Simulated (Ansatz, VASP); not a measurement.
# Two plane-wave programs on InAsS4

```
In As S
1.0
     0.00000    3.86545    3.86545
     3.86545    0.00000    3.86545
     3.86545    3.86545    0.00000
In As S
1 1 4
Direct
  0.25000 0.25000 0.25000
  0.00000 0.00000 0.00000
  0.63225 0.63225 0.10324
  0.63225 0.10324 0.63225
  0.63225 0.63225 0.63225
  0.10324 0.63225 0.63225
```

Change from the starting cell: species swapped into the TmCu4Ag type (F-43m, No. 216).

Alike in both runs: functional PBE; k mesh 8 × 8 × 8; occupations gaussian, width 0.1 eV; no spin polarisation.

Ansatz relaxed the structure, and its values are those at the end. VASP's run is a single point on that final structure, the one shown.

```csv
,VASP,Ansatz
version,VASP 6.6.1,Ansatz 0.2.0
potentials or method,"VASP PAW PBE potentials, release 64 (In_d, As, S), cutoff 520 eV","scalar-relativistic, plane waves, PAW"
valence electrons in the cell,42,52
```

```tsv
	VASP	Ansatz	Ansatz less VASP
gap on the k mesh at the Fermi level (eV)	none	none	-
pressure (GPa)	-0.1	0.0	+0.09
rms of the force components (eV/Å)	0.009	0.000	-0.0085
```

A gap of «none» marks a metal or a gap that the smearing closes. With one functional, cell and mesh, what is left measures potentials, basis and numerics. VASP's potentials hold 42 valence electrons a cell and Ansatz's 52, so a difference there can come from the potentials and not from the codes.
